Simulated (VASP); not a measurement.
# LiH (I4/mmm) in VASP: single point with HSE06

Aim: the single point of LiH with HSE06.

Everything below comes from runs of VASP 6.6.1. Logs are shortened: lines on timing, memory, paths and dates and some standing lists are left out, and cuts for length are marked.

## (1) The cell of the first run

The structure is tetragonal, space group I4/mmm (No. 139). Conventional cell: a = 3.002 Å, b = 3.002 Å, c = 3.930 Å, α = 90.00°, β = 90.00°, γ = 90.00°. Li (site symmetry 4/mmm) has 6 H at 1.97 to 2.12 Å within 2.6 Å. Within 2.6 Å of H (site symmetry 4/mmm) lie 6 Li at 1.97 to 2.12 Å.

## (2) Single point, HSE06 (epitaxial xy strain +6.0%)

File POSCAR:

```
LiH
1.0
    0.0000000000      2.1227739869      1.9651323401
    2.1227739869      0.0000000000      1.9651323401
    2.1227739869      2.1227739869      0.0000000000
Li H
1 1
Direct
    0.0000000000      0.0000000000      0.0000000000
    0.5000000000      0.5000000000      0.5000000000
```

File INCAR.step1:

```
  ALGO = Normal
  EDIFF = 1E-5
  ENCUT = 520
  GGA = PE
  ISIF = 2
  ISMEAR = 0
  LASPH = T
  LREAL = F
  LWAVE = T
  NBANDS = 9
  NELM = 100
  PREC = Accurate
  SIGMA = 0.01
```

File INCAR.step2:

```
  ALGO = Normal
  EDIFF = 1E-6
  ENCUT = 520
  GGA = PE
  HFSCREEN = 0.2079
  ISIF = 2
  ISMEAR = 0
  ISTART = 1
  LASPH = T
  LCHARG = T
  LELF = T
  LHFCALC = T
  LREAL = F
  LVHAR = T
  LWAVE = F
  NBANDS = 9
  NELM = 100
  PREC = Accurate
  PRECFOCK = Normal
  SIGMA = 0.01
```

File KPOINTS:

```
k-points
0
Gamma
  8 8 8
```

Potentials or basis: VASP PAW PBE potentials, release 64 (Li_sv, H).

On the command line:

```console
$ cat potpaw_PBE.64/Li_sv/POTCAR potpaw_PBE.64/H/POTCAR > POTCAR
$ cp INCAR.step1 INCAR
$ mpirun -np 1 vasp_std > vasp.out
$ cp INCAR.step2 INCAR
$ mpirun -np 1 vasp_std > vasp.out
```

OUTCAR:

```text
EDIFF = 1E-6
   ENCUT = 520
   GGA = PE
   HFSCREEN = 0.2079
   ISIF = 2
   ISMEAR = 0
   ISTART = 1
   LASPH = T
   LHFCALC = T
   LREAL = F
   NELM = 100
   PREC = Accurate
   PRECFOCK = Normal

 ion  position               nearest neighbor table
   1  0.000  0.000  0.000-
   2  0.500  0.500  0.500-

  LATTYP: Found a body centered tetragonal cell.
 ALAT       =     3.0020557621
 C/A-ratio  =     1.3091910982

  Lattice vectors:

 A1 = (   0.0000000000,  -2.1227739869,  -1.9651323401)
 A2 = (   0.0000000000,   2.1227739869,  -1.9651323401)
 A3 = (   2.1227739869,   0.0000000000,   1.9651323401)

Analysis of symmetry for initial positions (statically):
=====================================================================
 Subroutine PRICEL returns:
 Original cell was already a primitive cell.

 Routine SETGRP: Setting up the symmetry group for a
 body centered tetragonal supercell.

 Subroutine GETGRP returns: Found 16 space group operations
 (whereof 16 operations were pure point group operations)
 out of a pool of 16 trial point group operations.

The static configuration has the point symmetry D_4h.

Analysis of symmetry for dynamics (positions and initial velocities):
=====================================================================
 Subroutine PRICEL returns:
 Original cell was already a primitive cell.

 Routine SETGRP: Setting up the symmetry group for a
 body centered tetragonal supercell.

 Subroutine GETGRP returns: Found 16 space group operations
 (whereof 16 operations were pure point group operations)
 out of a pool of 16 trial point group operations.

The dynamic configuration has the point symmetry D_4h.

 Subroutine INISYM returns: Found 16 space group operations
 (whereof 16 operations are pure point group operations),
 and found     1 'primitive' translations

----------------------------------------------------------------------------------------

                                     Primitive cell

  volume of cell :      17.7104

  direct lattice vectors                    reciprocal lattice vectors
     0.000000000  2.122773987  1.965132340    -0.235540855  0.235540855  0.254435790
     2.122773987  0.000000000  1.965132340     0.235540855 -0.235540855  0.254435790
     2.122773987  2.122773987  0.000000000     0.235540855  0.235540855 -0.254435790

  length of vectors
     2.892734781  2.892734781  3.002055762     0.419161735  0.419161735  0.419161735

  position of ions in fractional coordinates (direct lattice)
     0.000000000  0.000000000  0.000000000
     0.500000000  0.500000000  0.500000000

  ion indices of the primitive-cell ions
   primitive index   ion index
                 1           1
                 2           2

----------------------------------------------------------------------------------------

 KPOINTS: k-points

Automatic generation of k-mesh.
 Grid dimensions read from file:
 generate k-points for:    8    8    8

 Generating k-lattice:

  Cartesian coordinates                     Fractional coordinates (reciprocal lattice)
    -0.029442607  0.029442607  0.031804474     0.125000000  0.000000000  0.000000000
     0.029442607 -0.029442607  0.031804474     0.000000000  0.125000000  0.000000000
     0.029442607  0.029442607 -0.031804474     0.000000000  0.000000000  0.125000000

  Length of vectors
     0.052395217  0.052395217  0.052395217

  Shift w.r.t. Gamma in fractional coordinates (k-lattice)
     0.000000000  0.000000000  0.000000000

 Subroutine IBZKPT returns following result:
 ===========================================

 Found     59 irreducible k-points:

 Following reciprocal coordinates:
            Coordinates               Weight
  0.000000  0.000000  0.000000      1.000000
  0.125000 -0.000000  0.000000      8.000000
  0.250000 -0.000000  0.000000      8.000000
  0.375000  0.000000  0.000000      8.000000
  0.500000 -0.000000  0.000000      4.000000
  0.125000  0.125000  0.000000      2.000000
[... 16 lines left out ...]
  0.250000 -0.000000  0.125000     16.000000
  0.375000  0.000000  0.125000     16.000000
 [... further k-points ...]
   k-points           NKPTS =     59   k-points in BZ     NKDIM =    512   number of bands    NBANDS=      9
   number of dos      NEDOS =    301   number of ions     NIONS =      2
   total plane-waves  NPLWV =  13824
   dimension x,y,z NGX =    24 NGY =   24 NGZ =   24
   dimension x,y,z NGXF=    48 NGYF=   48 NGZF=   48
   ions per type =               1   1
   NGX,Y,Z   is equivalent  to a cutoff of  13.79, 13.79, 13.29 a.u.
   NGXF,Y,Z  is equivalent  to a cutoff of  27.59, 27.59, 26.58 a.u.
 SYSTEM =  unknown system
   PREC   = accura    normal or accurate (medium, high low for compatibility)
   ISTART =      1    job   : 0-new  1-cont  2-samecut
   ICHARG =      0    charge: 1-file 2-atom 10-const
   ISPIN  =      1    spin polarized calculation?
   LNONCOLLINEAR =      F non collinear calculations
   LSORBIT =      F    spin-orbit coupling
   LASPH  =      T    aspherical Exc in radial PAW
   ENCUT  =  520.0 eV  38.22 Ry    6.18 a.u.   5.38  5.38  5.58*2*pi/ulx,y,z
   NELM   =    100;   NELMIN=  2; NELMDL=  0     # of ELM steps
   EDIFF  = 0.1E-05   stopping-criterion for ELM
   LREAL  =      F    real-space projection
   EDIFFG = 0.1E-04   stopping-criterion for IOM
   NSW    =      0    number of steps for IOM
   IBRION =     -1    ionic relax: 0-MD 1-quasi-New 2-CG
   NFREE  =      0    steps in history (QN), initial steepest desc. (CG)
   ISIF   =      2    stress and relaxation
   ISYM   =      3    0-nonsym 1-usesym 2-fastsym
   POTIM  = 0.5000    time-step for ionic-motion
   TEBEG  =    0.0;   TEEND  =   0.0 temperature during run
   PSTRESS=    0.0 pullay stress
   NELECT =       4.0000    total number of electrons
   NUPDOWN=      -1.0000    fix difference up-down
   EMIN   =  10.00;   EMAX   =-10.00  energy-range for DOS
   EFERMI =   0.00;   METHOD = LEGACY
   ISMEAR =     0;   SIGMA  =   0.01  broadening in eV -4-tet -1-fermi 0-gaus
   EFERMI_NEDOS =   21; number of points for ismear=-14 and -15
   IALGO  =     38    algorithm
   IMIX   =      1    mixing-type and parameters
     AMIX     =   0.40;   BMIX     =  1.00
     AMIX_MAG =   1.60;   BMIX_MAG =  1.00
  volume/ion in A,a.u.               =       8.86        59.76
  Fermi-wavevector in a.u.,A,eV,Ry     =   0.996977  1.884013 13.523684  0.993963
  Thomas-Fermi vector in A             =   2.129102
   LORBIT       =      0    0 simple, 1 ext, 2 COOP (PROOUT), +10 PAW based schemes
   GGA     = PE    functional components
   LHFCALC =     T    Hartree Fock is set to
   PRECFOCK=normal    Normal, Fast or Accurate (Low or Medium for compatibility)
   ENCUT4O =  -1.0   cutoff for four orbital integrals eV
   NKREDX  =     1    reduce k-point grid by
   NKREDY  =     1    reduce k-point grid by
   NKREDZ  =     1    reduce k-point grid by
   AEXX    =    0.2500 exact exchange contribution
   HFSCREEN=    0.2079 screening length (either q_TF or 0.3 A-1)
   HFSCREENC=   0.2079 screening length for correlation (either q_TF or 0.3 A-1)
   ENCUTFOCK=  -1.0 apply spherical cutoff to Coloumb kernel
   IVDW    =     0    specifies the selected vdW correction
   LEPSILON=     F    determine dielectric tensor
   LRPA    =     F    only Hartree local field effects (RPA)
 non-spin polarized calculation
 Gauss-broadening in eV      SIGMA  =   0.01
  energy-cutoff  :      520.00
  volume of cell :       17.71
 maximum number of plane-waves:       499
 NGX is ok and might be reduce to    24
  NGX = 18; NGY = 18; NGZ = 18

 number of electron       4.0000005 magnetization

 Free energy of the ion-electron system (eV)
  ---------------------------------------------------
  ext. energy  EPLUGINS =         0.00000000
  ---------------------------------------------------
  free energy    TOTEN  =        -6.75450265 eV

  energy without entropy =       -6.75450265  energy(sigma->0) =       -6.75450265

 E-fermi :  -0.4666     XC(G=0):  -6.8829

 val. band max:       -0.6255159632   @ k =   0.5000   0.5000   0.0000
 cond. band min:       2.6790100367   @ k =   0.5000   0.0000   0.5000
 fundamental gap:      3.3045259999
 Fermi energy:        -0.4665951258

 k-point     1 :       0.0000    0.0000    0.0000
  band No.  band energies     occupation
      1     -48.4056      2.00000
      2      -6.6850      2.00000
      3      15.5477      0.00000
      4      17.0977      0.00000
      5      17.7198      0.00000
      6      17.7198      0.00000
      7      21.8427      0.00000
      8      21.8427      0.00000
      9      22.2194      0.00000

 k-point     2 :       0.1250   -0.0000    0.0000
  band No.  band energies     occupation
      1     -48.4003      2.00000
      2      -6.3791      2.00000
      3      13.4690      0.00000
      4      16.0974      0.00000
      5      16.9654      0.00000
      6      17.0248      0.00000
      7      21.4274      0.00000
      8      22.6810      0.00000
      9      23.1579      0.00000

 k-point     3 :       0.2500   -0.0000    0.0000
  band No.  band energies     occupation
      1     -48.3874      2.00000
      2      -5.5050      2.00000
      3       9.4856      0.00000
      4      14.5235      0.00000
      5      15.9981      0.00000
      6      16.7478      0.00000
      7      20.4030      0.00000
      8      22.0891      0.00000
      9      23.5928      0.00000

 k-point     4 :       0.3750    0.0000    0.0000
  band No.  band energies     occupation
      1     -48.3744      2.00000
      2      -4.3018      2.00000
      3       6.1496      0.00000
      4      13.4889      0.00000
      5      15.5241      0.00000
      6      16.9047      0.00000
      7      18.5410      0.00000
      8      20.4080      0.00000
      9      25.0338      0.00000
[... 205 lines left out ...]
 k-point    22 :       0.1250    0.0000    0.1250
  band No.  band energies     occupation
      1     -48.3990      2.00000
      2      -6.2826      2.00000
      3      13.7494      0.00000
      4      15.1770      0.00000
      5      15.7967      0.00000
      6      18.0302      0.00000
      7      18.8263      0.00000
      8      23.4848      0.00000
      9      24.7023      0.00000

 k-point    23 :       0.2500   -0.0000    0.1250
  band No.  band energies     occupation
      1     -48.3892      2.00000
      2      -5.5861      2.00000
      3      10.7620      0.00000
      4      13.5087      0.00000
      5      14.4863      0.00000
      6      17.3324      0.00000
      7      19.7921      0.00000
      8      22.4464      0.00000
      9      25.3946      0.00000

 k-point    24 :       0.3750    0.0000    0.1250
  band No.  band energies     occupation
      1     -48.3764      2.00000
      2      -4.4296      2.00000
      3       7.2089      0.00000
      4      11.9149      0.00000
      5      14.1661      0.00000
      6      16.4583      0.00000
      7      21.0206      0.00000
      8      22.9144      0.00000
      9      23.9791      0.00000

 [... further k-points ...]

------------------------ aborting loop because EDIFF is reached ----------------------------------------

  FORCE on cell =-STRESS in cart. coord.  units (eV):
  Direction    XX          YY          ZZ          XY          YZ          ZX
  --------------------------------------------------------------------------------------
  -------------------------------------------------------------------------------------
  Total       -0.5127513     -0.5127513     -0.0664583      0.0000000     -0.0000000     -0.0000000
  in kB      -46.3861203    -46.3861203     -6.0121608      0.0000000     -0.0000000     -0.0000000
  external PRESSURE =     -32.9281338 kB  Pullay stress =       0.0000000 kB

 VOLUME and BASIS-vectors are now :
 -----------------------------------------------------------------------------
  energy-cutoff  :      520.00
  volume of cell :       17.71
      direct lattice vectors                 reciprocal lattice vectors
     0.000000000  2.122773987  1.965132340    -0.235540855  0.235540855  0.254435790
     2.122773987  0.000000000  1.965132340     0.235540855 -0.235540855  0.254435790
     2.122773987  2.122773987  0.000000000     0.235540855  0.235540855 -0.254435790

 POSITION                                       TOTAL-FORCE (eV/Angst)
 -----------------------------------------------------------------------------------
      0.00000      0.00000      0.00000         0.000000      0.000000      0.000000
      2.12277      2.12277      1.96513        -0.000000     -0.000000      0.000000
 -----------------------------------------------------------------------------------
    total drift:                                0.000000      0.000000     -0.000000

  FREE ENERGIE OF THE ION-ELECTRON SYSTEM (eV)
  ---------------------------------------------------
  free  energy   TOTEN  =        -6.7545026539 eV

  energy  without entropy=       -6.7545026539  energy(sigma->0) =       -6.75450265
```

Wall time 11 min (1 thread of Intel Xeon Platinum 8259CL at 2.50GHz (Skylake/Cascade Lake), shared host); peak memory 0.25 GiB.

What came out:

```yaml
Free_energy: -6.7545 eV
Band_gap_on_the_k_mesh: 3.30 eV (least direct gap 3.90 eV)
```

Caveat: the cell differs from its parent crystal (epitaxial xy strain +6.0%); the cutoff is under 1.25 times the usual one of these potentials, so pressure, stress and relaxed cells hold a basis-set (Pulay) error; the PAW data sets were made with another functional, which shifts forces and pressure a little. A k mesh can miss the band edges.
